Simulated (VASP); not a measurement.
Wanted: the native input for a VASP 6.6.1 run.

| Property | Result |
| --- | --- |
| Task | single point |
| Functional | r2SCAN |
| Potentials or basis | VASP PAW PBE potentials, release 64 (Sb) |
| Cutoff | 520 eV |
| k mesh | 8 × 8 × 8 |
| Occupations | fermi-dirac, width 0.05 eV |
| Spin | non-collinear spin, zero start, spin-orbit coupling |
| Starting moments | [[0.0, 0.0, 0.0]] μB |
| Dipole correction | no |
| Further INCAR settings | ALGO = Normal; EDIFF = 1e-06; NBANDS = 16 |

The system is Sb.

```xyz
1
Lattice="3.1600 0.0000 0.0000 0.0000 3.1600 0.0000 0.0000 0.0000 3.1600" Properties=species:S:1:pos:R:3 pbc="T T T"
Sb    0.0000    0.0000    0.0000
```

The input as run:

POSCAR

```
Sb
1.0
    3.1600000000      0.0000000000      0.0000000000
    0.0000000000      3.1600000000      0.0000000000
    0.0000000000      0.0000000000      3.1600000000
Sb
1
Direct
    0.0000000000      0.0000000000      0.0000000000
```

INCAR.step1

```
ALGO = Normal
EDIFF = 1E-4
ENCUT = 520
GGA = PE
GGA_COMPAT = F
ISMEAR = -1
LASPH = T
LCHARG = F
LREAL = F
LSORBIT = T
LWAVE = T
MAGMOM = 0 0 0
NBANDS = 16
NELM = 150
PREC = Accurate
SIGMA = 0.05
```

INCAR.step2

```
ALGO = Normal
EDIFF = 1E-6
ENCUT = 520
GGA_COMPAT = F
ISIF = 2
ISMEAR = -1
ISTART = 1
LASPH = T
LCHARG = F
LMIXTAU = T
LORBIT = 11
LORBMOM = T
LREAL = F
LSORBIT = T
LWAVE = F
MAGMOM = 0 0 0
METAGGA = R2SCAN
NBANDS = 16
NELM = 150
PREC = Accurate
SIGMA = 0.05
```

KPOINTS

```
k-points
0
Gamma
  8 8 8
```

Potentials or basis: VASP PAW PBE potentials, release 64 (Sb).

Command:

```bash
$ cat potpaw_PBE.64/Sb/POTCAR > POTCAR
$ cp INCAR.step1 INCAR
$ mpirun -np 1 vasp_ncl > vasp.out
$ cp INCAR.step2 INCAR
$ mpirun -np 1 vasp_ncl > vasp.out
```

It gave:

| Item | Value |
| --- | --- |
| Pressure | -3.2 GPa |
| Net moment | 0.00 μB per cell |
| Valence electrons inside the program's atomic spheres | Sb 2.33 |

Caveat: the PAW data sets were made with another functional, which shifts forces and pressure a little.

Run time: 36 s on 1 thread of Intel(R) Xeon(R) 6975P-C (Granite Rapids) (shared host), peak memory 0.22 GiB.
